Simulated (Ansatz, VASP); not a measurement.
**One calculation of GaN, two programs**

Contents of INCAR:

```
SYSTEM = GaN
ALGO = Normal ; EDIFF = 1E-7
ENCUT = 520 ; GGA = PE
ISIF = 2 ; ISMEAR = 0
LASPH = .True. ; LCHARG = .True.
LELF = .True. ; LREAL = .False.
LVHAR = .True. ; LWAVE = .False.
NBANDS = 16 ; NELM = 80
PREC = Accurate ; SIGMA = 0.05
```

Contents of KPOINTS:

```
k-points
0
Gamma
  10 10 10
  0 0 0
```

Contents of POSCAR:

```
GaN
1.0
    0.0000000000      2.2401249154      2.3083520702
    2.2401249154      0.0000000000      2.3083520702
    2.2401249154      2.2401249154      0.0000000000
Ga N
1 1
Direct
    0.0000000000      0.0000000000      0.0000000000
    0.7500000000      0.7500000000      0.7500000000
```

Input for Ansatz:

```yaml
crystal:
  lattice:
    - [0.0, 2.2401249154, 2.3083520702]
    - [2.2401249154, 0.0, 2.3083520702]
    - [2.2401249154, 2.2401249154, 0.0]
  atoms:
    - { symbol: Ga, position: [0.0, 0.0, 0.0] }
    - { symbol: "N", position: [0.75, 0.75, 0.75] }
basis:
  ecutwfc: 420
kpoints:
  mp_grid: { grid: [10, 10, 10] }
hamiltonian:
  xc: pbe
scf:
  occupations: { method: gaussian, width: 0.05 }
output:
  forces: true
  stress: true
  eigenvalues: true
```

Change from the starting cell: strain -0.015 along x and y, +0.015 along z, atoms carried along.

Alike in both runs: task single point; functional PBE; k mesh 10 × 10 × 10; occupations gaussian, width 0.05 eV; no spin polarisation.

```csv
,VASP,Ansatz
version,VASP 6.6.1,Ansatz 0.2.0
potentials or method,"VASP PAW PBE potentials, release 64 (Ga_d, N), cutoff 520 eV","scalar-relativistic, plane waves, PAW"
valence electrons in the cell,18,18
```

Ansatz gave:

| Quantity | Value |
| --- | --- |
| gap on the k mesh at the Fermi level (eV) | 1.59 |
| least direct gap on the mesh (eV) | 1.59 |
| pressure (GPa) | 2.7 |
| traceless stress, the component that is largest in VASP (GPa) | -2.60 |

Task: What did VASP give for the same quantities?

Result: gap on the k mesh at the Fermi level (eV): 1.59; least direct gap on the mesh (eV): 1.59; pressure (GPa): 2.7; traceless stress, the component that is largest in VASP (GPa): -2.61.

The functional is the same, so the differences come from potentials, cutoffs and numerics.
